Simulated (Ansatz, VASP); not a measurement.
## One calculation of MoS2, two programs

```
Mo S
1.0
     1.56407    0.90302    6.03235
    -1.56407    0.90302    6.03235
     0.00000   -1.80603    6.03235
Mo S
1 2
Cartesian
  0.0000 0.0000 0.0000
  0.0000 0.0000 4.5243
  0.0000 0.0000 13.5728
```

Change from the starting cell: volume scaled by 0.96.

Alike in both runs: task single point; functional PBE; k mesh 10 × 10 × 10; occupations fermi-dirac, width 0.05 eV; no spin polarisation.

|  | VASP | Ansatz |
| --- | --- | --- |
| version | VASP 6.6.1 | Ansatz 0.2.0 |
| potentials or method | VASP PAW PBE potentials, release 64 (Mo_sv, S), cutoff 520 eV | all-electron LAPW, scalar-relativistic |

```csv
,VASP,Ansatz,Ansatz less VASP
gap on the k mesh at the Fermi level (eV),none,none,-
pressure (GPa),15.1,15.3,+0.18
"traceless stress, the component that is largest in VASP (GPa)",3.65,3.64,-0.004
rms of the force components (eV/Å),0.834,0.841,+0.0069
```

Atom by atom the forces differ by 0.007 eV/Å (rms over components). A gap of «none» marks a metal or a gap that the smearing closes. Ansatz ran all-electron here, and VASP with PAW potentials.
